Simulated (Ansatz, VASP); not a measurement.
## K3TaO3: VASP beside Ansatz

```
K Ta O
1.0
     4.69030   -5.78704    0.00000
     4.69030    5.78704    0.00000
     0.00000    0.00000    5.93283
K Ta O
6 2 6
Cartesian
  4.6903 1.2219 4.4496
  7.4559 -1.2490 4.4496
  1.9247 -1.2490 4.4496
  4.6903 -1.2219 1.4832
  7.4559 1.2490 1.4832
  1.9247 1.2490 1.4832
  4.6903 -3.4591 4.4496
  4.6903 3.4591 1.4832
  1.6421 1.4447 4.4496
  7.7385 1.4447 4.4496
  4.6903 -1.5824 4.4496
  1.6421 -1.4447 1.4832
  7.7385 -1.4447 1.4832
  4.6903 1.5824 1.4832
```

Alike in both runs: task single point; functional PBE; k mesh 4 × 4 × 6; occupations gaussian, width 0.02 eV; no spin polarisation.

```csv
,VASP,Ansatz
version,VASP 6.6.1,Ansatz 0.2.0
potentials or method,"VASP PAW PBE potentials, release 64 (K_sv, Ta_pv, O), cutoff 520 eV","scalar-relativistic, plane waves, PAW"
valence electrons in the cell,112,116
```

VASP gave:

| Property | Result |
| --- | --- |
| gap on the k mesh at the Fermi level (eV) | 1.84 |
| least direct gap on the mesh (eV) | 1.86 |
| pressure (GPa) | 0.4 |
| traceless stress, the component that is largest in VASP (GPa) | -0.34 |
| rms of the force components (eV/Å) | 0.065 |

Problem. Which values does Ansatz return?

Solution. gap on the k mesh at the Fermi level (eV): 1.83; least direct gap on the mesh (eV): 1.84; pressure (GPa): 0.0; traceless stress, the component that is largest in VASP (GPa): 0.00; rms of the force components (eV/Å): 0.001.

Atom by atom the forces differ by 0.066 eV/Å (rms over components). VASP's potentials hold 112 valence electrons a cell and Ansatz's 116, so a difference there can come from the potentials and not from the codes.

Neither program's run includes spin-orbit coupling.
